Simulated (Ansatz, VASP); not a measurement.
# Two plane-wave programs on Na

```xyz
1
Lattice="-2.0848 2.0848 2.0848 2.0848 -2.0848 2.0848 2.0848 2.0848 -2.0848" Properties=species:S:1:pos:R:3 pbc="T T T"
Na    0.0000    0.0000    0.0000
```

Alike in both runs: functional PBEsol; k mesh 11 × 11 × 11; occupations fermi-dirac, width 0.1 eV; no spin polarisation.

Ansatz relaxed the structure, and its values are those at the end. VASP's run is a single point on that final structure, the one shown.

|  | VASP | Ansatz |
| --- | --- | --- |
| version | VASP 6.6.1 | Ansatz 0.2.0 |
| potentials or method | VASP PAW PBE potentials, release 64 (Na_pv), cutoff 520 eV | plane waves (420 eV) with PAW, scalar-relativistic |
| valence electrons in the cell | 7 | 9 |

|  | VASP | Ansatz | Ansatz less VASP |
| --- | --- | --- | --- |
| pressure (GPa) | 0.0 | 0.0 | +0.02 |

VASP's potentials were made for PBE, not for PBEsol, and Ansatz warns of the same on its side. VASP's potentials hold 7 valence electrons a cell and Ansatz's 9, so a difference there can come from the potentials and not from the codes.
